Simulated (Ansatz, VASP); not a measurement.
# One calculation of Pt3Pb, two programs

File INCAR:

```
SYSTEM = Pt3Pb
ALGO = Normal
EDIFF = 1E-8
ENCUT = 520
GGA = CA
ISIF = 2
ISMEAR = -1
LASPH = .True.
LCHARG = .False.
LEFG = .True.
LREAL = .False.
LWAVE = .False.
NBANDS = 30
NELM = 60
PREC = Accurate
SIGMA = 0.03
```

File KPOINTS:

```
k-points
0
Gamma
  9 9 9
  0 0 0
```

Contents of POSCAR:

```
Pt3Pb
1.0
    4.0580000000      0.0000000000      0.0000000000
    0.0000000000      4.0580000000      0.0000000000
    0.0000000000      0.0000000000      4.0580000000
Pt Pb
3 1
Direct
    0.0000000000      0.5000000000      0.5000000000
    0.5000000000      0.0000000000      0.5000000000
    0.5000000000      0.5000000000      0.0000000000
    0.0000000000      0.0000000000      0.0000000000
```

Input for Ansatz:

```yaml
crystal:
  lattice:
    - [4.058, 0.0, 0.0]
    - [0.0, 4.058, 0.0]
    - [0.0, 0.0, 4.058]
  atoms:
    - { symbol: Pt, position: [0.0, 0.5, 0.5] }
    - { symbol: Pt, position: [0.5, 0.0, 0.5] }
    - { symbol: Pt, position: [0.5, 0.5, 0.0] }
    - { symbol: Pb, position: [0.0, 0.0, 0.0] }
kpoints:
  mp_grid: { grid: [9, 9, 9] }
  band_path:
    path:
      - [0.0, 0.0, 0.0]
      - [0.0, 0.5, 0.0]
      - [0.5, 0.5, 0.0]
      - [0.0, 0.0, 0.0]
      - [0.5, 0.5, 0.5]
      - [0.0, 0.5, 0.0]
      - [0.5, 0.5, 0.5]
      - [0.5, 0.5, 0.0]
    npoints: 14
scf:
  occupations: { method: fermi_dirac, width: 0.03 }
hamiltonian:
  xc: lda
  pseudopotentials: { kind: paw }
output:
  forces: true
  stress: true
  eigenvalues: true
  efg: { contact_densities: true }
  populations: true
  bader: true
  dos: { projected: true, de: 0.2, e_range: [-14, 8] }
  write_density: true
  write_potential: true
  elf: true
  volumetric_format: npy
```

Alike in both runs: task electric field gradients; functional LDA; k mesh 9 × 9 × 9; occupations fermi-dirac, width 0.03 eV; no spin polarisation.

```csv
,VASP,Ansatz
version,VASP 6.6.1,Ansatz 0.2.0
potentials or method,"VASP PAW LDA potentials, release 64 (Pt, Pb_d)","PAW with Ansatz's default frozen-core files, scalar-relativistic"
plane-wave cutoff (eV),520,420
valence electrons in the cell,44,68
```

|  | VASP | Ansatz | Ansatz less VASP |
| --- | --- | --- | --- |
| pressure (GPa) | -2.3 | -2.9 | -0.63 |
| size of Vzz on the site where it differs most (V/Å²) | 147.3 | 156.2 | +8.82 |

LDA's correlation is that of Perdew and Zunger in VASP and of Perdew and Wang (1992) in Ansatz. VASP's potentials hold 44 valence electrons a cell and Ansatz's 68, so a difference there can come from the potentials and not from the codes.

Spin-orbit coupling is off throughout.
